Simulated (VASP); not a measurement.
# Tl (I4_1/amd) in VASP: notebook

Tl is run at these levels: PBE; tasks: single point.

Program: VASP 6.6.1. These are calculated values, not measurements. Logs are shortened: lines on timing, memory, paths and dates and some standing lists are left out, and cuts for length are marked.

**1. The cell of the first run**

Symmetry: I4_1/amd, No. 141, tetragonal system. The conventional cell has a = 4.693 Å, b = 4.693 Å, c = 2.508 Å, α = 90.00°, β = 90.00°, γ = 90.00°. Tl (site symmetry -4m2) has 10 Tl at 2.43 to 3.01 Å within 3.2 Å.

**2. Single point, PBE**

INCAR

```
PREC = Accurate ; ENCUT = 520
EDIFF = 1E-6 ; ISMEAR = -1
SIGMA = 0.1 ; LREAL = F
LASPH = T ; NELM = 100
ALGO = Normal ; ISIF = 2
LWAVE = F ; LCHARG = T
GGA = PE ; LELF = T
LVHAR = T ; NBANDS = 20
```

KPOINTS

```
regular mesh
0
Gamma
  17 17 17
```

POSCAR

```
Tl
1.0
   -2.3466478630      2.3466478630      1.2540692137
    2.3466478630     -2.3466478630      1.2540692137
    2.3466478630      2.3466478630     -1.2540692137
Tl
2
Direct
   -0.3750000000     -0.1250000000     -0.2500000000
    0.3750000000      0.1250000000      0.2500000000
```

Potentials or basis: VASP PAW PBE potentials, release 64 (Tl_d).

Launch:

```console
cat potpaw_PBE.64/Tl_d/POTCAR > POTCAR
mpirun -np 1 vasp_std > vasp.out
```

OUTCAR:

```text
PREC = Accurate
   ENCUT = 520
   EDIFF = 1E-6
   ISMEAR = -1
   LREAL = F
   LASPH = T
   NELM = 100
   ISIF = 2
   GGA = PE

 ion  position               nearest neighbor table
   1  0.625  0.875  0.750-   2 2.43   2 2.43   2 2.43   2 2.43   2 3.01   2 3.01   2 3.01   2 3.01
                             2 3.92   2 3.92
   2  0.375  0.125  0.250-   1 2.43   1 2.43   1 2.43   1 2.43   1 3.01   1 3.01   1 3.01   1 3.01
                             1 3.92   1 3.92

  LATTYP: Found a body centered tetragonal cell.
 ALAT       =     4.6932957260
 C/A-ratio  =     0.5344087767

  Lattice vectors:

 A1 = (  -2.3466478630,   2.3466478630,   1.2540692137)
 A2 = (   2.3466478630,  -2.3466478630,   1.2540692137)
 A3 = (   2.3466478630,   2.3466478630,  -1.2540692137)

Analysis of symmetry for initial positions (statically):
=====================================================================
 Subroutine PRICEL returns:
 Original cell was already a primitive cell.

 Routine SETGRP: Setting up the symmetry group for a
 body centered tetragonal supercell.

 Subroutine GETGRP returns: Found 16 space group operations
 (whereof  4 operations were pure point group operations)
 out of a pool of 16 trial point group operations.

The static configuration has the point symmetry C_2h.
 The point group associated with its full space group is D_4h.

Analysis of symmetry for dynamics (positions and initial velocities):
=====================================================================
 Subroutine PRICEL returns:
 Original cell was already a primitive cell.

 Routine SETGRP: Setting up the symmetry group for a
 body centered tetragonal supercell.

 Subroutine GETGRP returns: Found 16 space group operations
 (whereof  4 operations were pure point group operations)
 out of a pool of 16 trial point group operations.

The dynamic configuration has the point symmetry C_2h.
 The point group associated with its full space group is D_4h.

 Subroutine INISYM returns: Found 16 space group operations
 (whereof  4 operations are pure point group operations),
 and found     1 'primitive' translations

----------------------------------------------------------------------------------------

                                     Primitive cell

  volume of cell :      27.6234

  direct lattice vectors                    reciprocal lattice vectors
    -2.346647863  2.346647863  1.254069214     0.000000000  0.213069889  0.398702077
     2.346647863 -2.346647863  1.254069214     0.213069889  0.000000000  0.398702077
     2.346647863  2.346647863 -1.254069214     0.213069889  0.213069889  0.000000000

  length of vectors
     3.547703761  3.547703761  3.547703761     0.452064292  0.452064292  0.301326327

  position of ions in fractional coordinates (direct lattice)
     0.625000000  0.875000000  0.750000000
     0.375000000  0.125000000  0.250000000

  ion indices of the primitive-cell ions
   primitive index   ion index
                 1           1
                 2           2

----------------------------------------------------------------------------------------

 KPOINTS: regular mesh

Automatic generation of k-mesh.
 Grid dimensions read from file:
 generate k-points for:   17   17   17

 Generating k-lattice:

  Cartesian coordinates                     Fractional coordinates (reciprocal lattice)
     0.000000000  0.012533523  0.023453063     0.058823529  0.000000000  0.000000000
     0.012533523  0.000000000  0.023453063     0.000000000  0.058823529  0.000000000
     0.012533523  0.012533523  0.000000000     0.000000000  0.000000000  0.058823529

  Length of vectors
     0.026592017  0.026592017  0.017725078

  Shift w.r.t. Gamma in fractional coordinates (k-lattice)
     0.000000000  0.000000000  0.000000000

 Subroutine IBZKPT returns following result:
 ===========================================

 Found    405 irreducible k-points:

 Following reciprocal coordinates:
            Coordinates               Weight
  0.000000  0.000000  0.000000      1.000000
  0.058824 -0.000000  0.000000      8.000000
  0.117647  0.000000  0.000000      8.000000
  0.176471  0.000000  0.000000      8.000000
  0.235294  0.000000  0.000000      8.000000
  0.294118  0.000000 -0.000000      8.000000
[... 16 lines left out ...]
 -0.176471  0.058824  0.000000     16.000000
 -0.117647  0.058824  0.000000     16.000000
 [... further k-points ...]
   k-points           NKPTS =    405   k-points in BZ     NKDIM =    405   number of bands    NBANDS=     20
   number of dos      NEDOS =    301   number of ions     NIONS =      2
   total plane-waves  NPLWV =  21952
   dimension x,y,z NGX =    28 NGY =   28 NGZ =   28
   dimension x,y,z NGXF=    56 NGYF=   56 NGZF=   56
   ions per type =               2
   NGX,Y,Z   is equivalent  to a cutoff of  13.12, 13.12, 13.12 a.u.
   NGXF,Y,Z  is equivalent  to a cutoff of  26.24, 26.24, 26.24 a.u.
 SYSTEM =  unknown system
   PREC   = accura    normal or accurate (medium, high low for compatibility)
   ISTART =      0    job   : 0-new  1-cont  2-samecut
   ICHARG =      2    charge: 1-file 2-atom 10-const
   ISPIN  =      1    spin polarized calculation?
   LNONCOLLINEAR =      F non collinear calculations
   LSORBIT =      F    spin-orbit coupling
   LASPH  =      T    aspherical Exc in radial PAW
   ENCUT  =  520.0 eV  38.22 Ry    6.18 a.u.   6.60  6.60  6.60*2*pi/ulx,y,z
   NELM   =    100;   NELMIN=  2; NELMDL= -5     # of ELM steps
   EDIFF  = 0.1E-05   stopping-criterion for ELM
   LREAL  =      F    real-space projection
   EDIFFG = 0.1E-04   stopping-criterion for IOM
   NSW    =      0    number of steps for IOM
   IBRION =     -1    ionic relax: 0-MD 1-quasi-New 2-CG
   NFREE  =      0    steps in history (QN), initial steepest desc. (CG)
   ISIF   =      2    stress and relaxation
   ISYM   =      2    0-nonsym 1-usesym 2-fastsym
   POTIM  = 0.5000    time-step for ionic-motion
   TEBEG  =    0.0;   TEEND  =   0.0 temperature during run
   PSTRESS=    0.0 pullay stress
   NELECT =      26.0000    total number of electrons
   NUPDOWN=      -1.0000    fix difference up-down
   EMIN   =  10.00;   EMAX   =-10.00  energy-range for DOS
   EFERMI =   0.00;   METHOD = LEGACY
   ISMEAR =    -1;   SIGMA  =   0.10  broadening in eV -4-tet -1-fermi 0-gaus
   EFERMI_NEDOS =   21; number of points for ismear=-14 and -15
   IALGO  =     38    algorithm
   IMIX   =      4    mixing-type and parameters
     AMIX     =   0.40;   BMIX     =  1.00
     AMIX_MAG =   1.60;   BMIX_MAG =  1.00
  volume/ion in A,a.u.               =      13.81        93.21
  Fermi-wavevector in a.u.,A,eV,Ry     =   1.604378  3.031836 35.021809  2.574030
  Thomas-Fermi vector in A             =   2.700893
   LORBIT       =      0    0 simple, 1 ext, 2 COOP (PROOUT), +10 PAW based schemes
   GGA     = PE    functional components
   LHFCALC =     F    Hartree Fock is set to
   AEXX    =    0.0000 exact exchange contribution
   IVDW    =     0    specifies the selected vdW correction
   LEPSILON=     F    determine dielectric tensor
   LRPA    =     F    only Hartree local field effects (RPA)
 non-spin polarized calculation
  energy-cutoff  :      520.00
  volume of cell :       27.62
 maximum number of plane-waves:       765
   NGX = 13   NGY = 13   NGZ = 13

 number of electron      26.0000006 magnetization

 Free energy of the ion-electron system (eV)
  ---------------------------------------------------
  ext. energy  EPLUGINS =         0.00000000
  ---------------------------------------------------
  free energy    TOTEN  =         6.73618890 eV

  energy without entropy =        6.75973887  energy(sigma->0) =        6.74796389

 E-fermi :  18.8519     XC(G=0): -14.3188

 val. band max:       18.8255330243   @ k =  -0.2353  -0.2353   0.2353
 cond. band min:      18.8563572744   @ k =  -0.2941  -0.2941   0.1176
 fundamental gap:      0.0308242501
 Fermi energy:        18.8519390664

 k-point     1 :       0.0000    0.0000    0.0000
  band No.  band energies     occupation
      1       0.5488      2.00000
      2       1.3896      2.00000
      3       1.4483      2.00000
      4       2.0548      2.00000
      5       2.3247      2.00000
      6       5.3081      2.00000
[... 12 lines left out ...]
     19      34.9935      0.00000
     20      35.0236      0.00000

 k-point     2 :       0.0588   -0.0000    0.0000
  band No.  band energies     occupation
      1       0.6898      2.00000
      2       1.4091      2.00000
      3       1.5002      2.00000
      4       2.1919      2.00000
      5       2.4029      2.00000
      6       5.0488      2.00000
[... 12 lines left out ...]
     19      33.4022      0.00000
     20      33.8976      0.00000

 k-point     3 :       0.1176    0.0000    0.0000
  band No.  band energies     occupation
      1       1.0788      2.00000
      2       1.4871      2.00000
      3       1.6500      2.00000
      4       2.5608      2.00000
      5       2.6481      2.00000
      6       4.6259      2.00000
[... 12 lines left out ...]
     19      31.7924      0.00000
     20      32.1745      0.00000

 k-point     4 :       0.1765    0.0000    0.0000
  band No.  band energies     occupation
      1       1.5140      2.00000
      2       1.7049      2.00000
      3       1.8777      2.00000
      4       3.0206      2.00000
      5       3.1462      2.00000
      6       4.1428      2.00000
[... 12 lines left out ...]
     19      30.3786      0.00000
     20      31.0816      0.00000

 k-point     5 :       0.2353    0.0000    0.0000
  band No.  band energies     occupation
      1       1.7170      2.00000
      2       2.0384      2.00000
      3       2.1343      2.00000
      4       3.6079      2.00000
      5       3.6730      2.00000
      6       3.6989      2.00000
[... 12 lines left out ...]
     19      28.9647      0.00000
     20      31.7036      0.00000

 k-point     6 :       0.2941    0.0000   -0.0000
  band No.  band energies     occupation
      1       1.8428      2.00000
      2       2.1562      2.00000
      3       2.2986      2.00000
      4       3.4456      2.00000
      5       3.5693      2.00000
      6       4.2387      2.00000
[... 12 lines left out ...]
     19      28.1230      0.00000
     20      31.4590      0.00000

 k-point     7 :       0.3529   -0.0000    0.0000
  band No.  band energies     occupation
      1       1.8412      2.00000
      2       2.2345      2.00000
      3       2.2588      2.00000
      4       3.1507      2.00000
      5       3.5225      2.00000
      6       4.4885      2.00000
[... 12 lines left out ...]
     19      29.2748      0.00000
     20      31.4577      0.00000
[... 277 lines left out ...]
 k-point    20 :      -0.3529    0.0588   -0.0000
  band No.  band energies     occupation
      1       1.8993      2.00000
      2       2.1694      2.00000
      3       2.3982      2.00000
      4       3.3061      2.00000
      5       3.6392      2.00000
      6       4.3885      2.00000
[... 12 lines left out ...]
     19      29.2046      0.00000
     20      31.9233      0.00000

 k-point    21 :      -0.2941    0.0588    0.0000
  band No.  band energies     occupation
      1       1.7760      2.00000
      2       2.1418      2.00000
      3       2.2546      2.00000
      4       3.4703      2.00000
      5       3.6568      2.00000
      6       3.8558      2.00000
[... 12 lines left out ...]
     19      29.6413      0.00000
     20      32.0911      0.00000

 k-point    22 :      -0.2353    0.0588   -0.0000
  band No.  band energies     occupation
      1       1.5810      2.00000
      2       1.9045      2.00000
      3       2.0027      2.00000
      4       2.9474      2.00000
      5       3.0831      2.00000
      6       4.2225      2.00000
[... 12 lines left out ...]
     19      30.9146      0.00000
     20      31.3269      0.00000

 k-point    23 :      -0.1765    0.0588    0.0000
  band No.  band energies     occupation
      1       1.2258      2.00000
      2       1.5903      2.00000
      3       1.7544      2.00000
      4       2.5082      2.00000
      5       2.6111      2.00000
      6       4.6701      2.00000
[... 12 lines left out ...]
     19      31.3899      0.00000
     20      32.7155      0.00000

 k-point    24 :      -0.1176    0.0588    0.0000
  band No.  band energies     occupation
      1       0.8065      2.00000
      2       1.4653      2.00000
      3       1.5740      2.00000
      4       2.1703      2.00000
      5       2.3818      2.00000
      6       5.0677      2.00000
[... 12 lines left out ...]
     19      32.9560      0.00000
     20      34.2302      0.00000

 [... further k-points ...]

------------------------ aborting loop because EDIFF is reached ----------------------------------------

  FORCE on cell =-STRESS in cart. coord.  units (eV):
  Direction    XX          YY          ZZ          XY          YZ          ZX
  --------------------------------------------------------------------------------------
  -------------------------------------------------------------------------------------
  Total       39.7699211     39.7699211     39.7510752     -0.0000000      0.0000000      0.0000000
  in kB     2306.6832641   2306.6832641   2305.5901897     -0.0000000      0.0000000      0.0000000
  external PRESSURE =    2306.3189060 kB  Pullay stress =       0.0000000 kB

 VOLUME and BASIS-vectors are now :
 -----------------------------------------------------------------------------
  energy-cutoff  :      520.00
  volume of cell :       27.62
      direct lattice vectors                 reciprocal lattice vectors
    -2.346647863  2.346647863  1.254069214     0.000000000  0.213069889  0.398702077
     2.346647863 -2.346647863  1.254069214     0.213069889  0.000000000  0.398702077
     2.346647863  2.346647863 -1.254069214     0.213069889  0.213069889  0.000000000

 POSITION                                       TOTAL-FORCE (eV/Angst)
 -----------------------------------------------------------------------------------
      2.34665      1.17332      0.94055        -0.000000     -0.000000      0.000000
     -0.00000      1.17332      0.31352         0.000000      0.000000     -0.000000
 -----------------------------------------------------------------------------------
    total drift:                                0.000000      0.000000     -0.000000

  FREE ENERGIE OF THE ION-ELECTRON SYSTEM (eV)
  ---------------------------------------------------
  free  energy   TOTEN  =         6.7361889043 eV

  energy  without entropy=        6.7597388746  energy(sigma->0) =        6.74796389
```

Wall time 100 s (1 thread of Intel Xeon Platinum 8559C (Emerald Rapids), shared host); peak memory 0.3 GiB.

What came out:

| Property | Result |
| --- | --- |
| Free energy | 6.7362 eV |
| Pressure | 230.6 GPa |
| Band gap on the k mesh | zero (bands 13 and 14 overlap by 10.60 eV) |

Caveat: the cell stands under pressure; spin-orbit coupling is left out, which moves the levels of the heavy elements.

[end of part 1 of 2]

The gap in the log of VASP goes by the Fermi energy; the results here count the filled bands.